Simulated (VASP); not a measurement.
# InSe (C2/m) in VASP: electric field gradients with PBE

Aim: the electric field gradients of InSe with PBE.

All numbers are computed with VASP 6.6.1; they aren't measurements. Logs are shortened: lines on timing, memory, paths and dates and some standing lists are left out, and cuts for length are marked.

**1. The cell of the first run**

Symmetry: C2/m, No. 12, monoclinic system. Conventional cell: a = 11.736 Å, b = 4.110 Å, c = 4.610 Å, α = 90.00°, β = 110.30°, γ = 90.00°. In (site symmetry m) has 3 Se at 2.58 to 2.78 Å and 1 In at 2.74 Å within 3.4 Å. Within 3.4 Å of Se (site symmetry m) lie 3 In at 2.58 to 2.78 Å.

**2. Electric field gradients, PBE**

The input, INCAR:

```
PREC = Accurate
ENCUT = 520
EDIFF = 1E-8
ISMEAR = -1
SIGMA = 0.02
LREAL = F
LASPH = T
NELM = 80
ALGO = Normal
ISIF = 2
LWAVE = F
LCHARG = F
GGA = PE
LEFG = T
NBANDS = 27
```

The input, KPOINTS:

```
Automatic mesh
0
Gamma
  8 8 7
```

The input, POSCAR:

```
InSe
1.0
    5.8679026766     -2.0550000000      0.0000000000
    5.8679026766      2.0550000000      0.0000000000
   -1.5994156962      0.0000000000      4.3236564064
In Se
2 2
Direct
    0.8840000000      0.8840000000      0.0050000000
    0.1160000000      0.1160000000      0.9950000000
    0.6600000000      0.6600000000      0.6420000000
    0.3400000000      0.3400000000      0.3580000000
```

Potentials or basis: VASP PAW PBE potentials, release 64 (In_d, Se).

Started as:

```sh
$ cat potpaw_PBE.64/In_d/POTCAR potpaw_PBE.64/Se/POTCAR > POTCAR
$ mpirun -np 1 vasp_std > vasp.out
```

OUTCAR:

```text
PREC = Accurate
   ENCUT = 520
   EDIFF = 1E-8
   ISMEAR = -1
   LREAL = F
   LASPH = T
   NELM = 80
   ISIF = 2
   GGA = PE

 ion  position               nearest neighbor table
   1  0.884  0.884  0.005-   3 2.58   2 2.74   4 2.78   4 2.78   2 3.74   2 3.74
   2  0.116  0.116  0.995-   4 2.58   1 2.74   3 2.78   3 2.78   1 3.74   1 3.74
   3  0.660  0.660  0.642-   1 2.58   2 2.78   2 2.78
   4  0.340  0.340  0.358-   2 2.58   1 2.78   1 2.78

  LATTYP: Found a base centered monoclinic cell.
 ALAT       =    11.7358053532
 B/A-ratio  =     0.3502103074
 C/A-ratio  =     0.3928152938
 COS(beta)  =    -0.3469445484

  Lattice vectors:

 A1 = (   5.8679026766,  -2.0550000000,   0.0000000000)
 A2 = (   5.8679026766,   2.0550000000,   0.0000000000)
 A3 = (  -1.5994156962,   0.0000000000,   4.3236564064)

Analysis of symmetry for initial positions (statically):
=====================================================================
 Subroutine PRICEL returns:
 Original cell was already a primitive cell.

 Routine SETGRP: Setting up the symmetry group for a
 base centered monoclinic supercell.

 Subroutine GETGRP returns: Found  4 space group operations
 (whereof  4 operations were pure point group operations)
 out of a pool of  4 trial point group operations.

The static configuration has the point symmetry C_2h.

Analysis of symmetry for dynamics (positions and initial velocities):
=====================================================================
 Subroutine PRICEL returns:
 Original cell was already a primitive cell.

 Routine SETGRP: Setting up the symmetry group for a
 base centered monoclinic supercell.

 Subroutine GETGRP returns: Found  4 space group operations
 (whereof  4 operations were pure point group operations)
 out of a pool of  4 trial point group operations.

The dynamic configuration has the point symmetry C_2h.

 Subroutine INISYM returns: Found  4 space group operations
 (whereof  4 operations are pure point group operations),
 and found     1 'primitive' translations

----------------------------------------------------------------------------------------

                                     Primitive cell

[... 133 lines left out ...]

 Free energy of the ion-electron system (eV)
  ---------------------------------------------------
  ext. energy  EPLUGINS =         0.00000000
  ---------------------------------------------------
  free energy    TOTEN  =       -13.89003958 eV

  energy without entropy =      -13.89003958  energy(sigma->0) =      -13.89003958

 E-fermi :   5.2186     XC(G=0):  -9.5809

 val. band max:        4.8400896513   @ k =  -0.2500  -0.2500   0.2857
 cond. band min:       5.8567499200   @ k =   0.3750   0.3750  -0.0000
 fundamental gap:      1.0166602688
 Fermi energy:         5.2185690713

 k-point     1 :       0.0000    0.0000    0.0000
  band No.  band energies     occupation
      1      -9.7774      2.00000
      2      -9.7380      2.00000
      3      -9.4423      2.00000
      4      -9.4268      2.00000
      5      -9.3864      2.00000
      6      -9.3824      2.00000
[... 709 lines left out ...]
     26      11.8114      0.00000
     27      12.6974      0.00000

 [... further k-points ...]
[... 5 lines left out ...]
  --------------------------------------------------------------------------------------
  -------------------------------------------------------------------------------------
  Total        3.4992483      0.8752424      1.4263031      0.0000000      0.0000000      1.5173307
  in kB       53.7662128     13.4481656     21.9152539      0.0000000      0.0000000     23.3139002
  external PRESSURE =      29.7098775 kB  Pullay stress =       0.0000000 kB

 VOLUME and BASIS-vectors are now :
 -----------------------------------------------------------------------------
  energy-cutoff  :      520.00
  volume of cell :      104.27
      direct lattice vectors                 reciprocal lattice vectors
     5.867902677 -2.055000000  0.000000000     0.085209321 -0.243309002  0.031520804
     5.867902677  2.055000000  0.000000000     0.085209321  0.243309002  0.031520804
    -1.599415696  0.000000000  4.323656406     0.000000000  0.000000000  0.231285723

 POSITION                                       TOTAL-FORCE (eV/Angst)
 -----------------------------------------------------------------------------------
     10.36645      0.00000      0.02162        -0.112477      0.000000      0.523033
     -0.23007      0.00000      4.30204         0.112477      0.000000     -0.523033
      6.71881      0.00000      2.77579        -0.763216      0.000000     -0.162363
      3.41758      0.00000      1.54787         0.763216      0.000000      0.162363
 -----------------------------------------------------------------------------------
    total drift:                               -0.000000     -0.000000      0.000000

  FREE ENERGIE OF THE ION-ELECTRON SYSTEM (eV)
  ---------------------------------------------------
  free  energy   TOTEN  =       -13.8900395796 eV

  energy  without entropy=      -13.8900395796  energy(sigma->0) =      -13.89003958

 Electric field gradients (V/A^2)
---------------------------------------------------------------------
 ion       V_xx      V_yy      V_zz      V_xy      V_xz      V_yz
---------------------------------------------------------------------
   1    -178.802    99.203    79.598    -0.000   -45.585     0.000
   2    -178.802    99.203    79.598    -0.000   -45.585     0.000
   3      71.197   -24.267   -46.930     0.000    18.397     0.000
   4      71.197   -24.267   -46.930    -0.000    18.397    -0.000
---------------------------------------------------------------------

 Electric field gradients after diagonalization (V/A^2)
 (convention: |V_zz| > |V_xx| > |V_yy|)
----------------------------------------------------------------------
 ion       V_xx      V_yy      V_zz     asymmetry (V_yy - V_xx)/ V_zz
----------------------------------------------------------------------
   1      99.203    87.404  -186.607       0.063
   2      99.203    87.404  -186.607       0.063
   3     -49.729   -24.267    73.996       0.344
   4     -49.729   -24.267    73.996       0.344
----------------------------------------------------------------------

           NMR quadrupolar parameters

 Cq : quadrupolar parameter    Cq=e*Q*V_zz/h
 eta: asymmetry parameters     (V_yy - V_xx)/ V_zz
 Q  : nuclear electric quadrupole moment in mb (millibarn)
----------------------------------------------------------------------
 ion       Cq(MHz)       eta       Q (mb)
----------------------------------------------------------------------
   1      -0.451       0.063       1.000
   2      -0.451       0.063       1.000
   3       0.179       0.344       1.000
   4       0.179       0.344       1.000
----------------------------------------------------------------------
```

stdout:

```text
POSCAR found type information on POSCAR InSe
 POSCAR found :  2 types and       4 ions
 scaLAPACK will be used
 LDA part: xc-table for (Slater+PW92), standard interpolation
 POSCAR, INCAR and KPOINTS ok, starting setup
 FFT: planning ... GRIDC
 FFT: planning ... GRID_SOFT
 FFT: planning ... GRID
 WAVECAR not read
 entering main loop
ion   1

ion   2

ion   3

ion   4
```

It took 16 min on 1 thread of Intel Xeon 8259CL, shared host; peak memory 0.5 GiB.

What came out:

* Free energy: -13.8900 eV
* Pressure: 3.0 GPa
* Largest force: 0.780 eV/Å
* Band gap on the k mesh: 1.02 eV, indirect (least direct gap 1.43 eV)

Forces in eV/Å, atoms in the order of the input:
```
In  -0.112  0.000  0.523
In   0.112  0.000 -0.523
Se  -0.763  0.000 -0.162
Se   0.763  0.000  0.162
```

Electric field gradients, principal values (V/Å²):
| atom | least | middle | greatest (by size) |
| --- | --- | --- | --- |
| 1 In | 87.404 | 99.203 | -186.607 |
| 2 In | 87.404 | 99.203 | -186.607 |
| 3 Se | -24.267 | -49.729 | 73.996 |
| 4 Se | -24.267 | -49.729 | 73.996 |

Caveat: without QUAD_EFG the Cq values of the log hold for a quadrupole moment of 1 mb, not for the nuclei; spin-orbit coupling is left out, which moves the levels of the heavy elements. A k mesh can miss the band edges.
